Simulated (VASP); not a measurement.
Write the native input for VASP 6.6.1 that does the following.

| Quantity | Value |
| --- | --- |
| Task | single point |
| Functional | PBE |
| Potentials or basis | VASP PAW PBE potentials, release 64 (C) |
| Cutoff | 520 eV |
| k mesh | 21 × 21 × 6 |
| Occupations | gaussian, width 0.15 eV |
| Spin | no spin polarisation |
| Dipole correction | no |
| Further INCAR settings | ALGO = Normal; EDIFF = 1e-07; NBANDS = 16 |

The structure of C lies in POSCAR:

```
C
1.0
    1.1895442426     -2.2321764351      0.0000000000
    1.1895442426      2.2321764351      0.0000000000
    0.0000000000      0.0000000000      9.0988773643
C
4
Direct
    0.0833329406      0.9166670594      0.7503043452
    0.5833329406      0.4166670594      0.2496956548
    0.9166670594      0.0833329406      0.2496956548
    0.4166670594      0.5833329406      0.7503043452
```

These files were run (other wordings do the same):

INCAR

```
PREC = Accurate
ENCUT = 520
EDIFF = 1E-7
ISMEAR = 0
SIGMA = 0.15
LREAL = False
LASPH = True
NELM = 80
ALGO = Normal
ISIF = 2
LWAVE = False
LCHARG = False
GGA = PE
NBANDS = 16
```

KPOINTS

```
Automatic mesh
0
Gamma
  21 21 6
```

Potentials or basis: VASP PAW PBE potentials, release 64 (C).

Run with:

```console
$ cat potpaw_PBE.64/C/POTCAR > POTCAR
$ mpirun -np 1 vasp_std > vasp.out
```

It gave:

```
Pressure      : -1.0 GPa
Largest force : 0.656 eV/Å
```

Caveat: this functional lacks dispersion, which binds the layers, so the pressure and a relaxed spacing across them are unreliable.

Run time: 10 min on 1 thread of Intel Xeon 8259CL, with other jobs on the host, peak memory 0.37 GiB.
